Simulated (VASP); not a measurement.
Wanted: the native input for a VASP 6.6.1 run.

- Task: single point
- Functional: PBE
- Potentials or basis: VASP PAW PBE potentials, release 64 (Al)
- Cutoff: 520 eV
- k mesh: 16 × 16 × 5
- Occupations: gaussian, width 0.15 eV
- Spin: no spin polarisation
- Dipole correction: no
- Further INCAR settings: ALGO = Fast; EDIFF = 1e-07; NBANDS = 14

The structure of Al lies in POSCAR:

```
Al
1.0
   -1.6174623135      1.6174623135     -1.6174623135
   -1.6174623135     -1.6174623135      1.6174623135
   -0.9704773881      5.8228643288      7.1168341796
Al
4
Direct
   -0.0875000000     -0.4375000000      0.8750000000
    0.4875000000      0.4375000000      0.1250000000
   -0.0375000000     -0.1875000000      0.3750000000
    0.4375000000      0.1875000000      0.6250000000
```

One way to write it, as run:

INCAR

```
  PREC = Accurate
  ENCUT = 520
  EDIFF = 1E-7
  ISMEAR = 0
  SIGMA = 0.15
  LREAL = F
  LASPH = T
  NELM = 100
  ALGO = Fast
  ISIF = 2
  LWAVE = F
  LCHARG = F
  GGA = PE
  NBANDS = 14
```

KPOINTS

```
regular mesh
0
Gamma
  16 16 5
```

Potentials or basis: VASP PAW PBE potentials, release 64 (Al).

Run with:

```console
$ cat potpaw_PBE.64/Al/POTCAR > POTCAR
$ mpirun -np 1 vasp_std > vasp.out
```

It gave:

```json
{
 "Pressure": "1.2 GPa",
 "Largest force": "0.695 eV/Å",
 "Band gap on the k mesh": "zero (band 6 reaches 12.00 eV, above the bottom of band 7 at 5.48 eV)"
}
```

It took 14 min on 1 thread of AMD EPYC 7R13, with other jobs on the host, peak memory 0.5 GiB.
